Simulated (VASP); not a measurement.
# As (R-3m) in VASP: notebook

The runs below take As through single point, with LDA.

Everything below comes from runs of VASP 6.6.1. Logs are shortened: lines on timing, memory, paths and dates and some standing lists are left out, and cuts for length are marked.

## (1) The cell of the first run

It takes space group R-3m (No. 166, trigonal). Conventional cell: a = 3.762 Å, b = 3.762 Å, c = 10.542 Å, α = 90.00°, β = 90.00°, γ = 120.00°. Within 3.3 Å of As (site symmetry 3m) lie 6 As at 2.51 to 3.14 Å.

## (2) Single point, LDA

Contents of INCAR:

```
PREC     = Accurate       # precision mode
ENCUT    = 520            # plane-wave cutoff, eV
EDIFF    = 1E-6           # SCF threshold, eV
ISMEAR   = 0              # smearing method
SIGMA    = 0.1            # smearing width, eV
LREAL    = False          # projectors in reciprocal space
LASPH    = True           # aspherical terms in the spheres
NELM     = 60             # most SCF steps
ALGO     = Normal         # electronic algorithm
ISIF     = 2              # what is computed and relaxed
LWAVE    = False          # write WAVECAR
LCHARG   = False          # write CHGCAR
GGA      = CA             # functional
NBANDS   = 12             # bands
```

Contents of KPOINTS:

```
regular mesh
0
Gamma
  6 6 6
```

Contents of POSCAR:

```
As
1.0
    1.8807968987      1.0858785957      3.5140619945
   -1.8807968987      1.0858785957      3.5140619945
    0.0000000000     -2.1717571915      3.5140619945
As
2
Direct
    0.7740000000      0.7740000000      0.7740000000
    0.2260000000      0.2260000000      0.2260000000
```

Potentials or basis: VASP PAW LDA potentials, release 64 (As).

Started as:

```
> cat potpaw_LDA.64/As/POTCAR > POTCAR
> mpirun -np 1 vasp_std > vasp.out
```

OUTCAR:

```text
PREC = Accurate
   ENCUT = 520
   EDIFF = 1E-6
   ISMEAR = 0
   LREAL = False
   LASPH = True
   NELM = 60
   ISIF = 2
   GGA = CA

 ion  position               nearest neighbor table
   1  0.774  0.774  0.774-   2 2.51   2 2.51   2 2.51
   2  0.226  0.226  0.226-   1 2.51   1 2.51   1 2.51

  LATTYP: Found a trigonal (rhomboedric) cell.
 ALAT       =     4.1310000000
 COS(alpha) =     0.5854247172

  Lattice vectors:

 A1 = (   1.8807968987,   1.0858785957,   3.5140619945)
 A2 = (  -1.8807968987,   1.0858785957,   3.5140619945)
 A3 = (   0.0000000000,  -2.1717571915,   3.5140619945)

Analysis of symmetry for initial positions (statically):
=====================================================================
 Subroutine PRICEL returns:
 Original cell was already a primitive cell.

 Routine SETGRP: Setting up the symmetry group for a
 trigonal (rhombohedral) supercell.

 Subroutine GETGRP returns: Found 12 space group operations
 (whereof 12 operations were pure point group operations)
 out of a pool of 12 trial point group operations.

The static configuration has the point symmetry D_3d.

Analysis of symmetry for dynamics (positions and initial velocities):
=====================================================================
 Subroutine PRICEL returns:
 Original cell was already a primitive cell.

 Routine SETGRP: Setting up the symmetry group for a
 trigonal (rhombohedral) supercell.

 Subroutine GETGRP returns: Found 12 space group operations
 (whereof 12 operations were pure point group operations)
 out of a pool of 12 trial point group operations.

The dynamic configuration has the point symmetry D_3d.

 Subroutine INISYM returns: Found 12 space group operations
 (whereof 12 operations are pure point group operations),
 and found     1 'primitive' translations

----------------------------------------------------------------------------------------

                                     Primitive cell

  volume of cell :      43.0610

  direct lattice vectors                    reciprocal lattice vectors
     1.880796899  1.085878596  3.514061995     0.265844760  0.153485544  0.094856987
    -1.880796899  1.085878596  3.514061995    -0.265844760  0.153485544  0.094856987
     0.000000000 -2.171757191  3.514061995     0.000000000 -0.306971087  0.094856987

  length of vectors
     4.131000000  4.131000000  4.131000000     0.321292852  0.321292852  0.321292852
[... 76 lines left out ...]
   LNONCOLLINEAR =      F non collinear calculations
   LSORBIT =      F    spin-orbit coupling
   LASPH  =      T    aspherical Exc in radial PAW
   ENCUT  =  520.0 eV  38.22 Ry    6.18 a.u.   7.68  7.68  7.68*2*pi/ulx,y,z
   NELM   =     60;   NELMIN=  2; NELMDL= -5     # of ELM steps
   EDIFF  = 0.1E-05   stopping-criterion for ELM
   LREAL  =      F    real-space projection
[... 7 lines left out ...]
   TEBEG  =    0.0;   TEEND  =   0.0 temperature during run
   PSTRESS=    0.0 pullay stress
   NELECT =      10.0000    total number of electrons
   NUPDOWN=      -1.0000    fix difference up-down
   EMIN   =  10.00;   EMAX   =-10.00  energy-range for DOS
   EFERMI =   0.00;   METHOD = LEGACY
   ISMEAR =     0;   SIGMA  =   0.10  broadening in eV -4-tet -1-fermi 0-gaus
   EFERMI_NEDOS =   21; number of points for ismear=-14 and -15
   IALGO  =     38    algorithm
   IMIX   =      4    mixing-type and parameters
     AMIX     =   0.40;   BMIX     =  1.00
     AMIX_MAG =   1.60;   BMIX_MAG =  1.00
  volume/ion in A,a.u.               =      21.53       145.29
  Fermi-wavevector in a.u.,A,eV,Ry     =   1.006268  1.901570 13.776916  1.012575
  Thomas-Fermi vector in A             =   2.138999
   LORBIT       =      0    0 simple, 1 ext, 2 COOP (PROOUT), +10 PAW based schemes
   GGA     = CA    functional components
   LHFCALC =     F    Hartree Fock is set to
   AEXX    =    0.0000 exact exchange contribution
   IVDW    =     0    specifies the selected vdW correction
   LEPSILON=     F    determine dielectric tensor
   LRPA    =     F    only Hartree local field effects (RPA)
 non-spin polarized calculation
 Gauss-broadening in eV      SIGMA  =   0.10
  energy-cutoff  :      520.00
  volume of cell :       43.06
 maximum number of plane-waves:      1170
   NGX = 15   NGY = 15   NGZ = 15

 number of electron      10.0000000 magnetization

 Free energy of the ion-electron system (eV)
  ---------------------------------------------------
  ext. energy  EPLUGINS =         0.00000000
  ---------------------------------------------------
  free energy    TOTEN  =       -10.79988964 eV

  energy without entropy =      -10.79832244  energy(sigma->0) =      -10.79910604

 E-fermi :   5.4185     XC(G=0): -10.1579

 val. band max:        5.4184559123   @ k =   0.3333   0.1667   0.1667
 cond. band min:       5.7938180794   @ k =   0.5000   0.0000   0.0000
 fundamental gap:      0.3753621671
 Fermi energy:         5.4184559449

 k-point     1 :       0.0000    0.0000    0.0000
  band No.  band energies     occupation
      1      -9.6321      2.00000
      2      -0.4275      2.00000
      3       2.9575      2.00000
      4       3.4146      2.00000
      5       3.4146      2.00000
      6       7.0111      0.00000
      7       8.3145      0.00000
      8       8.3145      0.00000
      9      12.3221      0.00000
     10      12.3221      0.00000
     11      12.8039      0.00000
     12      14.2510      0.00000
[... 331 lines left out ...]
 k-point    24 :      -0.3333    0.5000    0.1667
  band No.  band energies     occupation
      1      -6.6533      2.00000
      2      -4.7844      2.00000
      3      -0.6149      2.00000
      4       0.3669      2.00000
      5       3.2530      2.00000
      6       7.6686      0.00000
      7       9.2409      0.00000
      8      11.8262      0.00000
      9      12.0959      0.00000
     10      14.0373      0.00000
     11      17.1722      0.00000
     12      18.1800      0.00000

 [... further k-points ...]
[... 5 lines left out ...]
  --------------------------------------------------------------------------------------
  -------------------------------------------------------------------------------------
  Total       -0.1708125     -0.1708125     -0.5179493     -0.0000000      0.0000000      0.0000000
  in kB       -6.3554494     -6.3554494    -19.2714304     -0.0000000      0.0000000      0.0000000
  external PRESSURE =     -10.6607764 kB  Pullay stress =       0.0000000 kB

 VOLUME and BASIS-vectors are now :
 -----------------------------------------------------------------------------
  energy-cutoff  :      520.00
  volume of cell :       43.06
      direct lattice vectors                 reciprocal lattice vectors
     1.880796899  1.085878596  3.514061995     0.265844760  0.153485544  0.094856987
    -1.880796899  1.085878596  3.514061995    -0.265844760  0.153485544  0.094856987
     0.000000000 -2.171757191  3.514061995     0.000000000 -0.306971087  0.094856987

 POSITION                                       TOTAL-FORCE (eV/Angst)
 -----------------------------------------------------------------------------------
      0.00000     -0.00000      8.15965         0.000000      0.000000     -0.229638
      0.00000     -0.00000      2.38253         0.000000     -0.000000      0.229638
 -----------------------------------------------------------------------------------
    total drift:                               -0.000000     -0.000000      0.000000

  FREE ENERGIE OF THE ION-ELECTRON SYSTEM (eV)
  ---------------------------------------------------
  free  energy   TOTEN  =       -10.7998896356 eV

  energy  without entropy=      -10.7983224374  energy(sigma->0) =      -10.79910604
```

OSZICAR:

```text
N       E                     dE             d eps       ncg     rms          rms(c)
DAV:   1     0.288296182148E+02    0.28830E+02   -0.41937E+03   768   0.692E+02
DAV:   2    -0.908440771548E+01   -0.37914E+02   -0.36272E+02  1008   0.112E+02
DAV:   3    -0.108384819492E+02   -0.17541E+01   -0.17490E+01   964   0.248E+01
DAV:   4    -0.108475737887E+02   -0.90918E-02   -0.90911E-02   880   0.207E+00
DAV:   5    -0.108475983019E+02   -0.24513E-04   -0.24513E-04   948   0.117E-01    0.362E+00
DAV:   6    -0.108160664600E+02    0.31532E-01   -0.85240E-03   876   0.482E-01    0.213E+00
DAV:   7    -0.107999067658E+02    0.16160E-01   -0.16495E-02   876   0.688E-01    0.691E-02
DAV:   8    -0.107998859775E+02    0.20788E-04   -0.39796E-04   892   0.124E-01    0.190E-02
DAV:   9    -0.107998898965E+02   -0.39191E-05   -0.19740E-05   948   0.251E-02    0.882E-03
DAV:  10    -0.107998896356E+02    0.26092E-06   -0.13903E-06   620   0.629E-03
   1 F= -.10799890E+02 E0= -.10799106E+02  d E =-.156720E-02
```

stdout:

```text
POSCAR found type information on POSCAR As
 POSCAR found :  1 types and       2 ions
 scaLAPACK will be used
 LDA part: xc-table for (Slater(with rela. corr.)+CA(PZ))
 , standard interpolation
 POSCAR, INCAR and KPOINTS ok, starting setup
 FFT: planning ... GRIDC
 FFT: planning ... GRID_SOFT
 FFT: planning ... GRID
 WAVECAR not read
 entering main loop
```

It took 8.6 s on 1 thread of Intel Xeon Platinum 8488C (Sapphire Rapids), shared host; peak memory 0.15 GiB.

What came out:

| Property | Result |
| --- | --- |
| Free energy | -10.7999 eV |
| Pressure | -1.1 GPa |
| Largest force | 0.230 eV/Å |
| Band gap on the k mesh | zero (band 5 reaches 5.42 eV, above the bottom of band 6 at 5.07 eV) |

Forces in eV/Å, atoms in the order of the input:
```
As   0.000  0.000 -0.230
As   0.000  0.000  0.230
```

## (3) Single point, LDA

This run uses another cell than the first one, of 20.37 Å³/atom, 0.946 times its volume.

Contents of INCAR:

```
SYSTEM = As
ALGO = Normal
EDIFF = 1E-6
ENCUT = 520
ISIF = 2
ISMEAR = 0
LASPH = .True.
LCHARG = .True.
LELF = .True.
LREAL = .False.
LVHAR = .True.
LWAVE = .False.
NBANDS = 12
NELM = 60
PREC = Accurate
SIGMA = 0.1
```

Contents of KPOINTS:

```
k-points
0
Gamma
  15 15 15
  0 0 0
```

Contents of POSCAR:

```
As
1.0
    1.8798796949      1.0853490479      3.3285105703
   -1.8798796949      1.0853490479      3.3285105703
    0.0000000000     -2.1706980958      3.3285105702
As
2
Direct
    0.7694664251      0.7694664251      0.7694664251
    0.2305335749      0.2305335749      0.2305335749
```

Potentials or basis: VASP PAW LDA potentials, release 64 (As).

Started as:

```
> cat potpaw_LDA.64/As/POTCAR > POTCAR
> mpirun -np 1 vasp_std > vasp.out
```

Run time: 1.7 min. Hardware: 1 thread of Intel Xeon Platinum 8488C (Sapphire Rapids), shared host; peak memory 0.25 GiB.

It converged, with:

```yaml
Free_energy: -10.7823 eV
Pressure: 0.5 GPa
Largest_force: 0.068 eV/Å
Band_gap_on_the_k_mesh: zero (band 5 reaches 6.05 eV, above the bottom of band 6 at 5.90 eV)
```

Forces in eV/Å, atoms in the order of the input:
```
As   0.000  0.000 -0.068
As   0.000  0.000  0.068
```

Stress tensor (GPa, compression positive):
```
0.52 0.00 0.00
0.00 0.52 0.00
0.00 0.00 0.34
```

Levels at points of the mesh, in eV from the Fermi level:
| k point | band 2 | band 3 | band 4 | band 5 | band 6 | band 7 | band 8 | band 9 |
| --- | --- | --- | --- | --- | --- | --- | --- | --- |
| (0.00, 0.00, 0.00) | -5.50 | -2.41 | -2.13 | -2.13 | 2.13 | 3.16 | 3.16 | 6.46 |

## (4) Single point, LDA

This run uses another cell than the first one, of 20.37 Å³/atom, 0.946 times its volume.

Contents of INCAR:

```
PREC     = Accurate       # precision mode
ENCUT    = 520            # plane-wave cutoff, eV
EDIFF    = 1E-6           # SCF threshold, eV
ISMEAR   = -1             # smearing method
SIGMA    = 0.15           # smearing width, eV
LREAL    = False          # projectors in reciprocal space
LASPH    = True           # aspherical terms in the spheres
NELM     = 80             # most SCF steps
ALGO     = Normal         # electronic algorithm
ISIF     = 2              # what is computed and relaxed
LWAVE    = False          # write WAVECAR
LCHARG   = False          # write CHGCAR
NBANDS   = 12             # bands
```

Contents of KPOINTS:

```
Automatic mesh
0
Gamma
  15 15 15
```

Contents of POSCAR:

```
As
1.0
    1.8785799459      1.0845986374      3.3328849492
   -1.8785799459      1.0845986374      3.3328849492
    0.0000000000     -2.1691972750      3.3328849492
As
2
Direct
    0.7693838169      0.7693838169      0.7693838169
    0.2306161831      0.2306161831      0.2306161831
```

Potentials or basis: VASP PAW LDA potentials, release 64 (As).

Started as:

```
> cat potpaw_LDA.64/As/POTCAR > POTCAR
> mpirun -np 1 vasp_std > vasp.out
```

OUTCAR:

```text
PREC = Accurate
   ENCUT = 520
   EDIFF = 1E-6
   ISMEAR = -1
   LREAL = False
   LASPH = True
   NELM = 80
   ISIF = 2

 ion  position               nearest neighbor table
   1  0.769  0.769  0.769-   2 2.52   2 2.52   2 2.52
   2  0.231  0.231  0.231-   1 2.52   1 2.52   1 2.52

  LATTYP: Found a trigonal (rhomboedric) cell.
 ALAT       =     3.9766240584
 COS(alpha) =     0.5536656741

  Lattice vectors:

 A1 = (   1.8785799459,   1.0845986374,   3.3328849492)
[... 535 lines left out ...]
      5       5.2596      1.98584
      6       7.0372      0.00200
      7       8.6520      0.00000
      8       9.6551      0.00000
      9      11.3216      0.00000
     10      13.1804      0.00000
     11      13.8309      0.00000
     12      15.5445      0.00000

 [... further k-points ...]
[... 5 lines left out ...]
  --------------------------------------------------------------------------------------
  -------------------------------------------------------------------------------------
  Total        0.1280165      0.1280165      0.0869382      0.0000000     -0.0000000      0.0000000
  in kB        5.0339198      5.0339198      3.4186226      0.0000000     -0.0000000      0.0000000
  external PRESSURE =       4.4954874 kB  Pullay stress =       0.0000000 kB

 VOLUME and BASIS-vectors are now :
 -----------------------------------------------------------------------------
  energy-cutoff  :      520.00
  volume of cell :       40.74
      direct lattice vectors                 reciprocal lattice vectors
     1.878579946  1.084598637  3.332884949     0.266158489  0.153666675  0.100013453
    -1.878579946  1.084598637  3.332884949    -0.266158489  0.153666675  0.100013453
     0.000000000 -2.169197275  3.332884949     0.000000000 -0.307333351  0.100013453

 POSITION                                       TOTAL-FORCE (eV/Angst)
 -----------------------------------------------------------------------------------
      0.00000     -0.00000      7.69280         0.000000      0.000000     -0.063342
      0.00000     -0.00000      2.30585         0.000000     -0.000000      0.063342
 -----------------------------------------------------------------------------------
    total drift:                                0.000000      0.000000      0.000000

  FREE ENERGIE OF THE ION-ELECTRON SYSTEM (eV)
  ---------------------------------------------------
  free  energy   TOTEN  =       -10.7904123150 eV

  energy  without entropy=      -10.7667234254  energy(sigma->0) =      -10.77856787
```

Wall time 1.7 min (1 thread of Intel Xeon Platinum 8488C (Sapphire Rapids), shared host); peak memory 0.25 GiB.

Results:

- Free energy: -10.7904 eV
- Pressure: 0.4 GPa
- Largest force: 0.063 eV/Å
- Band gap on the k mesh: zero (band 5 reaches 6.06 eV, above the bottom of band 6 at 5.90 eV)

Forces on the atoms (eV/Å):
```
As   0.000  0.000 -0.063
As   0.000  0.000  0.063
```

Levels at points of the mesh, in eV from the Fermi level:
| k point | band 1 | band 2 | band 3 | band 4 | band 5 | band 6 | band 7 | band 8 | band 9 | band 10 |
| --- | --- | --- | --- | --- | --- | --- | --- | --- | --- | --- |
| (0.00, 0.00, 0.00) | -15.33 | -5.48 | -2.41 | -2.10 | -2.10 | 2.16 | 3.18 | 3.18 | 6.49 | 6.49 |

(Continued in part 2 of 2.)
